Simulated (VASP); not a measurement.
LiNbO3: single point with PBE

Crystal: LiNbO3.

```
Li Nb O
1.0
     2.61154    1.50777    4.59824
    -2.61154    1.50777    4.59824
     0.00000   -3.01555    4.59824
Li Nb O
2 2 6
Direct
  0.75000 0.75000 0.75000
  0.25000 0.25000 0.25000
  0.00000 0.00000 0.00000
  0.50000 0.50000 0.50000
  0.63041 0.86959 0.25000
  0.86959 0.25000 0.63041
  0.36959 0.13041 0.75000
  0.75000 0.36959 0.13041
  0.13041 0.75000 0.36959
  0.25000 0.63041 0.86959
```

```
Program                : VASP 6.6.1
Task                   : single point
Functional             : PBE
Potentials or basis    : VASP PAW PBE potentials, release 64 (Li_sv, Nb_sv, O)
Cutoff                 : 750 eV
k mesh                 : 6 × 6 × 6
Occupations            : gaussian, width 0.02 eV
Spin                   : no spin polarisation
Dipole correction      : no
Further INCAR settings : ALGO = Normal; EDIFF = 1e-06; NBANDS = 45
```

| Item | Value |
| --- | --- |
| Pressure | -0.5 GPa |
| Largest force | 0.012 eV/Å |
| Band gap on the k mesh | 2.49 eV (least direct gap 2.62 eV) |

Forces on the atoms (eV/Å):
```
Li   0.000  0.000  0.000
Li   0.000  0.000  0.000
Nb   0.000  0.000  0.000
Nb   0.000  0.000  0.000
O    0.012  0.000  0.000
O   -0.006 -0.011  0.000
O   -0.012  0.000  0.000
O    0.006 -0.011  0.000
O    0.006  0.011  0.000
O   -0.006  0.011  0.000
```

Levels at points of the mesh, in eV from the valence-band top:
```tsv
k point	band 32	band 33	band 34	band 35	band 36	band 37
(0.00, 0.00, 0.00)	-0.20	-0.20	-0.08	2.54	2.54	2.71
(0.50, 0.00, 0.00)	-0.28	-0.23	-0.23	4.08	4.08	4.12
(0.50, 0.50, 0.00)	-0.42	-0.31	-0.26	2.49	3.57	3.92
(0.50, 0.50, 0.50)	-0.30	-0.30	-0.30	4.14	4.14	4.39
```

It took 8.4 min on 1 thread of Oxide Virtual Turin-like Processor, with other jobs on the host, peak memory 0.45 GiB.

A k mesh can miss the band edges.
